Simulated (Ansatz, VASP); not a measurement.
# Two plane-wave programs on TaCu2

INCAR

```
ALGO = Normal
EDIFF = 1E-6
ENCUT = 520
GGA = PE
ISIF = 2
ISMEAR = 0
LASPH = True
LCHARG = True
LELF = True
LREAL = False
LVHAR = True
LWAVE = False
NBANDS = 42
NELM = 60
PREC = Accurate
SIGMA = 0.1
```

Contents of KPOINTS:

```
k-points
0
Gamma
  4 4 4
```

The input POSCAR:

```
TaCu2
1.0
    0.0000000000      3.5332183700      3.5332183700
    3.5332183700      0.0000000000      3.5332183700
    3.5332183700      3.5332183700      0.0000000000
Ta Cu
2 4
Direct
    0.2500000000      0.2500000000      0.2500000000
    0.0000000000      0.0000000000      0.0000000000
    0.6250000000      0.1250000000      0.6250000000
    0.6250000000      0.6250000000      0.1250000000
    0.1250000000      0.6250000000      0.6250000000
    0.6250000000      0.6250000000      0.6250000000
```

Input for Ansatz:

```yaml
crystal:
  lattice:
    - [0.0, 3.53321837, 3.53321837]
    - [3.53321837, 0.0, 3.53321837]
    - [3.53321837, 3.53321837, 0.0]
  atoms:
    - { symbol: Ta, position: [0.25, 0.25, 0.25] }
    - { symbol: Ta, position: [0.0, 0.0, 0.0] }
    - { symbol: Cu, position: [0.625, 0.125, 0.625] }
    - { symbol: Cu, position: [0.625, 0.625, 0.125] }
    - { symbol: Cu, position: [0.125, 0.625, 0.625] }
    - { symbol: Cu, position: [0.625, 0.625, 0.625] }
basis:
  ecutwfc: 420
kpoints:
  mp_grid: { grid: [4, 4, 4] }
hamiltonian:
  xc: pbe
scf:
  occupations: { method: gaussian, width: 0.1 }
  lower_state_search: "off"
output:
  forces: true
  stress: true
  eigenvalues: true
```

Change from the starting cell: species swapped into the YbRh2 type (Fd-3m, No. 227).

Alike in both runs: task single point; functional PBE; k mesh 4 × 4 × 4; occupations gaussian, width 0.1 eV; no spin polarisation.

```csv
,VASP,Ansatz
version,VASP 6.6.1,Ansatz 0.2.0
potentials or method,"VASP PAW PBE potentials, release 64 (Ta_pv, Cu), cutoff 520 eV","scalar-relativistic, plane waves, PAW"
valence electrons in the cell,66,102
```

```tsv
	VASP	Ansatz	Ansatz less VASP
gap on the k mesh at the Fermi level (eV)	none	none	-
pressure (GPa)	-8.6	-9.0	-0.42
```

A gap of «none» marks a metal or a gap that the smearing closes. VASP's potentials hold 66 valence electrons a cell and Ansatz's 102, so a difference there can come from the potentials and not from the codes.

The k mesh is coarse, so the values compare programs but aren't converged. Spin-orbit coupling is off throughout.
